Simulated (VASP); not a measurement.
Set up this calculation in VASP 6.6.1, as the native input.

```
Task                   : single point
Functional             : PBEsol
Potentials or basis    : VASP PAW PBE potentials, release 64 (Au)
Cutoff                 : 520 eV
k mesh                 : 14 × 14 × 4
Occupations            : fermi-dirac, width 0.1 eV
Spin                   : no spin polarisation
Dipole correction      : no
Further INCAR settings : ALGO = Normal; EDIFF = 1e-06; NBANDS = 30
```

The structure of Au lies in POSCAR:

```
Au
1.0
    2.9787251994      0.0000000000      0.0000000000
   -1.4893625997      2.5796516936      0.0000000000
    0.0000000000      0.0000000000      9.9216235657
Au
4
Direct
    0.0000000000      0.0000000000      1.0000000000
    0.0000000000      0.0000000000      0.5000000000
    0.3333333333      0.6666666667      0.2500000000
    0.6666666667      0.3333333333      0.7500000000
```

This isn't the form of Au at room conditions, which is fcc.

These files were run (other wordings do the same):

INCAR

```
SYSTEM = Au
PREC = Accurate
ENCUT = 520
EDIFF = 1E-6
ISMEAR = -1
SIGMA = 0.1
LREAL = .FALSE.
LASPH = .TRUE.
NELM = 80
ALGO = Normal
ISIF = 2
LWAVE = .FALSE.
LCHARG = .TRUE.
GGA = PS
LELF = .TRUE.
LVHAR = .TRUE.
NBANDS = 30
```

KPOINTS

```
regular mesh
0
G
  14 14 4
  0 0 0
```

Potentials or basis: VASP PAW PBE potentials, release 64 (Au).

Launch:

```console
$ cat potpaw_PBE.64/Au/POTCAR > POTCAR
$ mpirun -np 1 vasp_std > vasp.out
```

It gave:

```
Pressure               : -14.2 GPa
Band gap on the k mesh : zero (bands 22 and 23 overlap by 4.40 eV)
```

Caveat: the cell stands under tension; the PAW data sets were made with another functional, which shifts forces and pressure a little; spin-orbit coupling is left out, which moves the levels of the heavy elements.

Wall time 3 min on 1 thread of Intel Xeon 8259CL (shared host), peak memory 0.28 GiB.
